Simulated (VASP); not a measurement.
A run of VASP 6.6.1:

INCAR

```
PREC = Accurate ; ENCUT = 520
EDIFF = 1E-6 ; ISMEAR = 0
SIGMA = 0.05 ; LREAL = False
LASPH = True ; NELM = 60
ALGO = Normal ; ISIF = 2
LWAVE = False ; LCHARG = True
GGA = PE ; LELF = True
LVHAR = True ; NBANDS = 35
```

File KPOINTS:

```
regular mesh
0
Gamma
  6 6 10
```

Contents of POSCAR:

```
SnO2
1.0
    4.8913116612      0.0000000000      0.0000000000
    0.0000000000      4.8913255049      0.0000000000
    0.0000000000      0.0000000000      3.2805019128
Sn O
2 4
Direct
    0.5000000000      0.5000000000      0.5000000000
    0.0000000000      0.0000000000      0.0000000000
    0.3076676319      0.3076884232      0.0000000000
    0.8076676319      0.1923115768      0.5000000000
    0.1923323681      0.8076884232      0.5000000000
    0.6923323681      0.6923115768      0.0000000000
```

Potentials or basis: VASP PAW PBE potentials, release 64 (Sn_d, O).

Command:

```console
$ cat potpaw_PBE.64/Sn_d/POTCAR potpaw_PBE.64/O/POTCAR > POTCAR
$ mpirun -np 1 vasp_std > vasp.out
```

Hardware: 1 thread of Intel(R) Xeon(R) Platinum 8488C (Sapphire Rapids) (shared host).

Estimate the wall time of this run.

It took 93 s on 1 thread of Intel(R) Xeon(R) Platinum 8488C (Sapphire Rapids), with other jobs on the host, peak memory 0.32 GiB. Counts: scf iterations 14, k points 96.
